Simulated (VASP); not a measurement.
# Sn3Bi (Fm-3m) in VASP: notebook, part 2 of 2

VASP 6.6.1. The steps go on from the part before.

## (4) Single point, LDA

This run uses another cell than the first one, of 27.75 Å³/atom, 1.058 times its volume.

INCAR

```
PREC = Accurate ; ENCUT = 520
EDIFF = 1E-6 ; ISMEAR = -1
SIGMA = 0.1 ; LREAL = False
LASPH = True ; NELM = 60
ALGO = Normal ; ISIF = 2
LWAVE = False ; LCHARG = True
LELF = True ; LVHAR = True
NBANDS = 36
```

KPOINTS

```
regular mesh
0
Gamma
  5 5 5
```

POSCAR

```
Sn3Bi
1.0
    0.0000000000      3.8144948085      3.8144948085
    3.8144948085      0.0000000000      3.8144948085
    3.8144948085      3.8144948085      0.0000000000
Sn Bi
3 1
Direct
    0.0000000000      0.0000000000      0.0000000000
    0.2500000000      0.2500000000      0.2500000000
    0.7500000000      0.7500000000      0.7500000000
    0.5000000000      0.5000000000      0.5000000000
```

Potentials or basis: VASP PAW LDA potentials, release 64 (Sn_d, Bi_d).

Launch:

```
> cat potpaw_LDA.64/Sn_d/POTCAR potpaw_LDA.64/Bi_d/POTCAR > POTCAR
> mpirun -np 1 vasp_std > vasp.out
```

OUTCAR:

```text
PREC = Accurate
   ENCUT = 520
   EDIFF = 1E-6
   ISMEAR = -1
   LREAL = False
   LASPH = True
   NELM = 60
   ISIF = 2

 ion  position               nearest neighbor table
   1  0.000  0.000  0.000-   3 3.30   3 3.30   3 3.30   2 3.30   3 3.30   2 3.30   2 3.30   2 3.30
                             4 3.81   4 3.81   4 3.81   4 3.81   4 3.81   4 3.81
   2  0.250  0.250  0.250-   1 3.30   1 3.30   1 3.30   1 3.30   4 3.30   4 3.30   4 3.30   4 3.30

   3  0.750  0.750  0.750-   4 3.30   4 3.30   4 3.30   1 3.30   4 3.30   1 3.30   1 3.30   1 3.30

   4  0.500  0.500  0.500-   2 3.30   2 3.30   2 3.30   2 3.30   3 3.30   3 3.30   3 3.30   3 3.30
                             1 3.81   1 3.81   1 3.81   1 3.81   1 3.81   1 3.81

  LATTYP: Found a face centered cubic cell.
 ALAT       =     7.6289896170

  Lattice vectors:

 A1 = (   0.0000000000,   3.8144948085,   3.8144948085)
 A2 = (   3.8144948085,   0.0000000000,   3.8144948085)
 A3 = (   3.8144948085,   3.8144948085,   0.0000000000)

Analysis of symmetry for initial positions (statically):
=====================================================================
 Subroutine PRICEL returns:
 Original cell was already a primitive cell.

 Routine SETGRP: Setting up the symmetry group for a
 face centered cubic supercell.

 Subroutine GETGRP returns: Found 48 space group operations
 (whereof 48 operations were pure point group operations)
 out of a pool of 48 trial point group operations.

The static configuration has the point symmetry O_h .

Analysis of symmetry for dynamics (positions and initial velocities):
=====================================================================
 Subroutine PRICEL returns:
 Original cell was already a primitive cell.

 Routine SETGRP: Setting up the symmetry group for a
 face centered cubic supercell.

 Subroutine GETGRP returns: Found 48 space group operations
 (whereof 48 operations were pure point group operations)
 out of a pool of 48 trial point group operations.

The dynamic configuration has the point symmetry O_h .

 Subroutine INISYM returns: Found 48 space group operations
 (whereof 48 operations are pure point group operations),
 and found     1 'primitive' translations

----------------------------------------------------------------------------------------

                                     Primitive cell

  volume of cell :     111.0046

  direct lattice vectors                    reciprocal lattice vectors
     0.000000000  3.814494809  3.814494809    -0.131078957  0.131078957  0.131078957
     3.814494809  0.000000000  3.814494809     0.131078957 -0.131078957  0.131078957
     3.814494809  3.814494809  0.000000000     0.131078957  0.131078957 -0.131078957

  length of vectors
     5.394510292  5.394510292  5.394510292     0.227035413  0.227035413  0.227035413

  position of ions in fractional coordinates (direct lattice)
     0.000000000  0.000000000  0.000000000
     0.250000000  0.250000000  0.250000000
     0.750000000  0.750000000  0.750000000
     0.500000000  0.500000000  0.500000000

  ion indices of the primitive-cell ions
   primitive index   ion index
                 1           1
                 2           2
                 3           3
                 4           4

----------------------------------------------------------------------------------------

 KPOINTS: regular mesh

Automatic generation of k-mesh.
[... 25 lines left out ...]
  0.400000  0.000000  0.000000      8.000000
  0.200000  0.200000  0.000000      6.000000
  0.400000  0.200000  0.000000     24.000000
 -0.400000  0.200000  0.000000     24.000000
 -0.200000  0.200000  0.000000     12.000000
  0.400000  0.400000  0.000000      6.000000
 -0.400000  0.400000  0.000000     12.000000
 -0.400000  0.400000  0.200000     24.000000
   k-points           NKPTS =     10   k-points in BZ     NKDIM =     10   number of bands    NBANDS=     36
   number of dos      NEDOS =    301   number of ions     NIONS =      4
   total plane-waves  NPLWV =  64000
   dimension x,y,z NGX =    40 NGY =   40 NGZ =   40
   dimension x,y,z NGXF=    80 NGYF=   80 NGZF=   80
   ions per type =               3   1
   NGX,Y,Z   is equivalent  to a cutoff of  12.33, 12.33, 12.33 a.u.
   NGXF,Y,Z  is equivalent  to a cutoff of  24.65, 24.65, 24.65 a.u.
 SYSTEM =  unknown system
   PREC   = accura    normal or accurate (medium, high low for compatibility)
   ISTART =      0    job   : 0-new  1-cont  2-samecut
   ICHARG =      2    charge: 1-file 2-atom 10-const
   ISPIN  =      1    spin polarized calculation?
   LNONCOLLINEAR =      F non collinear calculations
   LSORBIT =      F    spin-orbit coupling
   LASPH  =      T    aspherical Exc in radial PAW
   ENCUT  =  520.0 eV  38.22 Ry    6.18 a.u.  10.03 10.03 10.03*2*pi/ulx,y,z
   NELM   =     60;   NELMIN=  2; NELMDL= -5     # of ELM steps
   EDIFF  = 0.1E-05   stopping-criterion for ELM
   LREAL  =      F    real-space projection
   EDIFFG = 0.1E-04   stopping-criterion for IOM
   NSW    =      0    number of steps for IOM
   IBRION =     -1    ionic relax: 0-MD 1-quasi-New 2-CG
   NFREE  =      0    steps in history (QN), initial steepest desc. (CG)
   ISIF   =      2    stress and relaxation
   ISYM   =      2    0-nonsym 1-usesym 2-fastsym
   POTIM  = 0.5000    time-step for ionic-motion
   TEBEG  =    0.0;   TEEND  =   0.0 temperature during run
   PSTRESS=    0.0 pullay stress
   NELECT =      57.0000    total number of electrons
   NUPDOWN=      -1.0000    fix difference up-down
   EMIN   =  10.00;   EMAX   =-10.00  energy-range for DOS
   EFERMI =   0.00;   METHOD = LEGACY
   ISMEAR =    -1;   SIGMA  =   0.10  broadening in eV -4-tet -1-fermi 0-gaus
   EFERMI_NEDOS =   21; number of points for ismear=-14 and -15
   IALGO  =     38    algorithm
   IMIX   =      4    mixing-type and parameters
     AMIX     =   0.40;   BMIX     =  1.00
     AMIX_MAG =   1.60;   BMIX_MAG =  1.00
  volume/ion in A,a.u.               =      27.75       187.27
  Fermi-wavevector in a.u.,A,eV,Ry     =   1.310950  2.477336 23.382831  1.718590
  Thomas-Fermi vector in A             =   2.441445
   LORBIT       =      0    0 simple, 1 ext, 2 COOP (PROOUT), +10 PAW based schemes
   GGA     = CA    functional components
   LHFCALC =     F    Hartree Fock is set to
   AEXX    =    0.0000 exact exchange contribution
   IVDW    =     0    specifies the selected vdW correction
   LEPSILON=     F    determine dielectric tensor
   LRPA    =     F    only Hartree local field effects (RPA)
 non-spin polarized calculation
  energy-cutoff  :      520.00
  volume of cell :      111.00
 maximum number of plane-waves:      3002
   NGX = 21   NGY = 21   NGZ = 21

 number of electron      56.9999964 magnetization

 Free energy of the ion-electron system (eV)
  ---------------------------------------------------
  ext. energy  EPLUGINS =         0.00000000
  ---------------------------------------------------
  free energy    TOTEN  =       -17.62737674 eV

  energy without entropy =      -17.49189172  energy(sigma->0) =      -17.55963423

 E-fermi :   7.7462     XC(G=0): -10.6528

 val. band max:        7.7166481515   @ k =   0.4000   0.2000   0.0000
 cond. band min:       7.7566154869   @ k =   0.2000   0.0000   0.0000
 fundamental gap:      0.0399673354
 Fermi energy:         7.7462138906

 k-point     1 :       0.0000    0.0000    0.0000
  band No.  band energies     occupation
      1     -14.8902      2.00000
      2     -14.8902      2.00000
      3     -14.8902      2.00000
      4     -14.8760      2.00000
      5     -14.8760      2.00000
      6     -13.4705      2.00000
[... 379 lines left out ...]
     35      12.6369      0.00000
     36      12.7497      0.00000

------------------------ aborting loop because EDIFF is reached ----------------------------------------

  FORCE on cell =-STRESS in cart. coord.  units (eV):
  Direction    XX          YY          ZZ          XY          YZ          ZX
  --------------------------------------------------------------------------------------
  -------------------------------------------------------------------------------------
  Total       -1.2375273     -1.2375273     -1.2375273     -0.0000000     -0.0000000     -0.0000000
  in kB      -17.8617620    -17.8617620    -17.8617620     -0.0000000     -0.0000000     -0.0000000
  external PRESSURE =     -17.8617620 kB  Pullay stress =       0.0000000 kB

 VOLUME and BASIS-vectors are now :
 -----------------------------------------------------------------------------
  energy-cutoff  :      520.00
  volume of cell :      111.00
      direct lattice vectors                 reciprocal lattice vectors
     0.000000000  3.814494809  3.814494809    -0.131078957  0.131078957  0.131078957
     3.814494809  0.000000000  3.814494809     0.131078957 -0.131078957  0.131078957
     3.814494809  3.814494809  0.000000000     0.131078957  0.131078957 -0.131078957

 POSITION                                       TOTAL-FORCE (eV/Angst)
 -----------------------------------------------------------------------------------
      0.00000      0.00000      0.00000         0.000000      0.000000      0.000000
      1.90725      1.90725      1.90725         0.000000      0.000000      0.000000
      5.72174      5.72174      5.72174        -0.000000     -0.000000     -0.000000
      3.81449      3.81449      3.81449         0.000000      0.000000      0.000000
 -----------------------------------------------------------------------------------
    total drift:                               -0.000000      0.000000      0.000000

  FREE ENERGIE OF THE ION-ELECTRON SYSTEM (eV)
  ---------------------------------------------------
  free  energy   TOTEN  =       -17.6273767402 eV

  energy  without entropy=      -17.4918917208  energy(sigma->0) =      -17.55963423
```

OSZICAR:

```text
N       E                     dE             d eps       ncg     rms          rms(c)
DAV:   1     0.596431464817E+03    0.59643E+03   -0.28637E+04   724   0.236E+03
DAV:   2     0.630974335715E+02   -0.53333E+03   -0.52567E+03   720   0.591E+02
DAV:   3    -0.137539190662E+02   -0.76851E+02   -0.75609E+02   796   0.208E+02
DAV:   4    -0.175363742000E+02   -0.37825E+01   -0.37502E+01   812   0.492E+01
DAV:   5    -0.176846927668E+02   -0.14832E+00   -0.14823E+00   988   0.917E+00    0.231E+00
DAV:   6    -0.176415784778E+02    0.43114E-01   -0.85637E-02   860   0.277E+00    0.124E+00
DAV:   7    -0.176282372633E+02    0.13341E-01   -0.42300E-02   848   0.209E+00    0.232E-01
DAV:   8    -0.176274142339E+02    0.82303E-03   -0.37732E-03   940   0.918E-01    0.677E-02
DAV:   9    -0.176273748463E+02    0.39388E-04   -0.48109E-04   924   0.248E-01    0.130E-02
DAV:  10    -0.176273764360E+02   -0.15896E-05   -0.46865E-05   960   0.595E-02    0.557E-03
DAV:  11    -0.176273767402E+02   -0.30428E-06   -0.21727E-06   488   0.215E-02
   1 F= -.17627377E+02 E0= -.17559634E+02  d E =-.135485E+00
```

Run time: 41 s. Hardware: 1 thread of Intel Xeon 6975P-C, shared host; peak memory 0.21 GiB.

What came out:

```
Free energy : -17.6274 eV
Pressure    : -1.8 GPa
```

Levels at points of the mesh, in eV from the Fermi level:
```tsv
k point	band 26	band 27	band 28	band 29	band 30	band 31	band 32	band 33
(0.00, 0.00, 0.00)	-1.86	-1.86	-1.25	-1.25	-1.25	-0.53	-0.53	-0.53
```

Caveat: spin-orbit coupling is left out, which moves the levels of the heavy elements.

## (5) Single point, LDA

This run uses another cell than the first one, of 28.51 Å³/atom, 1.087 times its volume.

INCAR

```
  PREC = Accurate
  ENCUT = 520
  EDIFF = 1E-6
  ISMEAR = -1
  SIGMA = 0.1
  LREAL = False
  LASPH = True
  NELM = 80
  ALGO = Normal
  ISIF = 2
  LWAVE = False
  LCHARG = True
  GGA = CA
  LELF = True
  LVHAR = True
  NBANDS = 36
```

KPOINTS is that of step 4.

POSCAR

```
Sn3Bi
1.0
    0.0000000000      3.8490170000      3.8490170000
    3.8490170000      0.0000000000      3.8490170000
    3.8490170000      3.8490170000      0.0000000000
Sn Bi
3 1
Direct
    0.0000000000      0.0000000000      0.0000000000
    0.2500000000      0.2500000000      0.2500000000
    0.7500000000      0.7500000000      0.7500000000
    0.5000000000      0.5000000000      0.5000000000
```

Launch:

```
> cat potpaw_LDA.64/Sn_d/POTCAR potpaw_LDA.64/Bi_d/POTCAR > POTCAR
> mpirun -np 1 vasp_std > vasp.out
```

It took 37 s on 1 thread of Intel Xeon 6975P-C, shared host; peak memory 0.21 GiB.

Results (log left out):

```
Free energy : -17.5836 eV
Pressure    : -3.0 GPa
```

Levels at points of the mesh, in eV from the Fermi level:
```csv
k point,band 26,band 27,band 28,band 29,band 30,band 31,band 32,band 33
"(0.00, 0.00, 0.00)",-1.79,-1.79,-1.19,-1.19,-1.19,-0.50,-0.50,-0.50
```

Caveat: spin-orbit coupling is left out, which moves the levels of the heavy elements.

## (6) Single point, LDA

This run uses another cell than the first one, of 29.27 Å³/atom, 1.116 times its volume.

INCAR

```
PREC = Accurate
ENCUT = 520
EDIFF = 1E-6
ISMEAR = -1
SIGMA = 0.1
LREAL = False
LASPH = True
NELM = 100
ALGO = Normal
ISIF = 2
LWAVE = False
LCHARG = False
NBANDS = 36
```

KPOINTS

```
Automatic mesh
0
Gamma
  5 5 5
```

POSCAR

```
Sn3Bi
1.0
    0.0000000000      3.8829307915      3.8829307915
    3.8829307915      0.0000000000      3.8829307915
    3.8829307915      3.8829307915      0.0000000000
Sn Bi
3 1
Direct
    0.0000000000      0.0000000000      0.0000000000
    0.2500000000      0.2500000000      0.2500000000
    0.7500000000      0.7500000000      0.7500000000
    0.5000000000      0.5000000000      0.5000000000
```

Potentials or basis: VASP PAW LDA potentials, release 64 (Sn_d, Bi_d).

Launch:

```
> cat potpaw_LDA.64/Sn_d/POTCAR potpaw_LDA.64/Bi_d/POTCAR > POTCAR
> mpirun -np 1 vasp_std > vasp.out
```

OUTCAR:

```text
PREC = Accurate
   ENCUT = 520
   EDIFF = 1E-6
   ISMEAR = -1
   LREAL = False
   LASPH = True
   NELM = 100
   ISIF = 2

 ion  position               nearest neighbor table
   1  0.000  0.000  0.000-   2 3.36   3 3.36   3 3.36   3 3.36   3 3.36   2 3.36   2 3.36   2 3.36

   2  0.250  0.250  0.250-   1 3.36   4 3.36   1 3.36   1 3.36   1 3.36   4 3.36   4 3.36   4 3.36

   3  0.750  0.750  0.750-   1 3.36   4 3.36   4 3.36   4 3.36   4 3.36   1 3.36   1 3.36   1 3.36

   4  0.500  0.500  0.500-   2 3.36   3 3.36   2 3.36   2 3.36   2 3.36   3 3.36   3 3.36   3 3.36

  LATTYP: Found a face centered cubic cell.
 ALAT       =     7.7658615830

[... 571 lines left out ...]
  -------------------------------------------------------------------------------------
  Total       -2.9051192     -2.9051192     -2.9051192      0.0000000      0.0000000     -0.0000000
  in kB      -39.7526053    -39.7526053    -39.7526053      0.0000000      0.0000000     -0.0000000
  external PRESSURE =     -39.7526053 kB  Pullay stress =       0.0000000 kB

 VOLUME and BASIS-vectors are now :
 -----------------------------------------------------------------------------
  energy-cutoff  :      520.00
  volume of cell :      117.09
      direct lattice vectors                 reciprocal lattice vectors
     0.000000000  3.882930792  3.882930792    -0.128768713  0.128768713  0.128768713
     3.882930792  0.000000000  3.882930792     0.128768713 -0.128768713  0.128768713
     3.882930792  3.882930792  0.000000000     0.128768713  0.128768713 -0.128768713

 POSITION                                       TOTAL-FORCE (eV/Angst)
 -----------------------------------------------------------------------------------
      0.00000      0.00000      0.00000         0.000000     -0.000000      0.000000
      1.94147      1.94147      1.94147         0.000000      0.000000      0.000000
      5.82440      5.82440      5.82440        -0.000000     -0.000000     -0.000000
      3.88293      3.88293      3.88293         0.000000     -0.000000     -0.000000
 -----------------------------------------------------------------------------------
    total drift:                               -0.000000     -0.000000      0.000000

  FREE ENERGIE OF THE ION-ELECTRON SYSTEM (eV)
  ---------------------------------------------------
  free  energy   TOTEN  =       -17.5190166892 eV

  energy  without entropy=      -17.3846514316  energy(sigma->0) =      -17.45183406
```

OSZICAR:

```text
N       E                     dE             d eps       ncg     rms          rms(c)
DAV:   1     0.593073745309E+03    0.59307E+03   -0.28700E+04   732   0.233E+03
DAV:   2     0.621536209976E+02   -0.53092E+03   -0.52305E+03   720   0.585E+02
DAV:   3    -0.136307757800E+02   -0.75784E+02   -0.74687E+02   800   0.207E+02
DAV:   4    -0.174252816106E+02   -0.37945E+01   -0.37611E+01   824   0.487E+01
DAV:   5    -0.175704098107E+02   -0.14513E+00   -0.14508E+00  1016   0.904E+00    0.210E+00
DAV:   6    -0.175313933546E+02    0.39016E-01   -0.78317E-02   836   0.261E+00    0.112E+00
DAV:   7    -0.175197167342E+02    0.11677E-01   -0.34924E-02   852   0.184E+00    0.222E-01
DAV:   8    -0.175190430983E+02    0.67364E-03   -0.29958E-03   896   0.797E-01    0.497E-02
DAV:   9    -0.175190147427E+02    0.28356E-04   -0.38771E-04   960   0.238E-01    0.118E-02
DAV:  10    -0.175190165400E+02   -0.17973E-05   -0.48038E-05   888   0.634E-02    0.536E-03
DAV:  11    -0.175190166892E+02   -0.14914E-06   -0.20216E-06   468   0.233E-02
   1 F= -.17519017E+02 E0= -.17451834E+02  d E =-.134365E+00
```

stdout:

```text
POSCAR found type information on POSCAR SnBi
 POSCAR found :  2 types and       4 ions
 scaLAPACK will be used
 LDA part: xc-table for (Slater(with rela. corr.)+CA(PZ))
 , standard interpolation
 POSCAR, INCAR and KPOINTS ok, starting setup
 FFT: planning ... GRIDC
 FFT: planning ... GRID_SOFT
 FFT: planning ... GRID
 WAVECAR not read
 entering main loop
```

Wall time 38 s (1 thread of Intel Xeon 6975P-C, shared host); peak memory 0.22 GiB.

What came out:

| Item | Value |
| --- | --- |
| Free energy | -17.5190 eV |
| Pressure | -4.0 GPa |

Levels at points of the mesh, in eV from the Fermi level:
```tsv
k point	band 25	band 26	band 27	band 28	band 29	band 30	band 31	band 32	band 33	band 34
(0.00, 0.00, 0.00)	-1.73	-1.73	-1.73	-1.13	-1.13	-1.13	-0.47	-0.47	-0.47	4.08
```

Caveat: spin-orbit coupling is left out, which moves the levels of the heavy elements.

## (7) Summary

| cell | gap on the mesh (eV) | pressure (GPa) |
| --- | --- | --- |
| a = 5.294 Å, angles 60.0°, 4 atoms | none | 1.2 |
| a = 5.345 Å, angles 60.0°, 4 atoms | none | -0.4 |
| a = 5.395 Å, angles 60.0°, 4 atoms | none | -1.8 |
| a = 5.443 Å, angles 60.0°, 4 atoms | none | -3.0 |
| a = 5.491 Å, angles 60.0°, 4 atoms | none | -4.0 |

Alike in all rows: task single point; level LDA; potentials or basis VASP PAW LDA potentials, release 64 (Sn_d, Bi_d); no spin polarisation; k mesh 5 × 5 × 5; cutoff (eV) 520; smearing fermi-dirac 0.1 eV.

Caveats: spin-orbit coupling is left out, which moves the levels of the heavy elements.

Absolute energies hang on the potentials; compare differences alone.
